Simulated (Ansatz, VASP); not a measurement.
## Li3H2: VASP beside Ansatz

```
Li H
1.0
    -0.11864   -0.00585   -4.71535
     4.68497   -2.87291    0.11184
    -4.70240   -2.90206   -0.11863
Li H
6 4
Cartesian
  -0.1093 -1.3651 -2.2903
  -0.1147 -4.7691 -4.7852
  1.6479 -3.6744 -2.0071
  -1.8218 -2.1258 -4.4584
  1.6347 -1.8331 -4.2217
  -1.9378 -3.6613 -1.9280
  -1.5286 -1.9397 -2.5852
  1.4972 -3.7555 -0.3788
  -1.6846 -3.8450 -0.3950
  1.6838 -1.9377 -2.6601
```

Change from the starting cell: cell x1, atoms moved at random (sigma 0.15 Å) and cell strained at random (1.5 %), then relaxed without symmetry.

Alike in both runs: task relaxation of cell and atoms; functional PBE; k mesh 4 × 4 × 4; occupations gaussian, width 0.2 eV; no spin polarisation.

|  | VASP | Ansatz |
| --- | --- | --- |
| version | VASP 6.6.1 | Ansatz 0.2.0 |
| potentials or method | VASP PAW PBE potentials, release 64 (Li_sv, H), cutoff 600 eV | scalar-relativistic, plane waves, PAW |
| valence electrons in the cell | 22 | 22 |

|  | VASP | Ansatz | Ansatz less VASP |
| --- | --- | --- | --- |
| gap on the k mesh at the Fermi level, each at its own relaxed structure (eV) | none | none | - |
| relaxed volume (Å³/atom) | 12.60 | 12.59 | -0.005 |
| relaxed length of the cell vector where the two differ most in proportion (Å) | 5.451 | 5.444 | -0.0073 |

A gap of «none» marks a metal or a gap that the smearing closes.

Noted on VASP's run: the cutoff is under 1.25 times that of the potentials, so the pressure is a little rough.
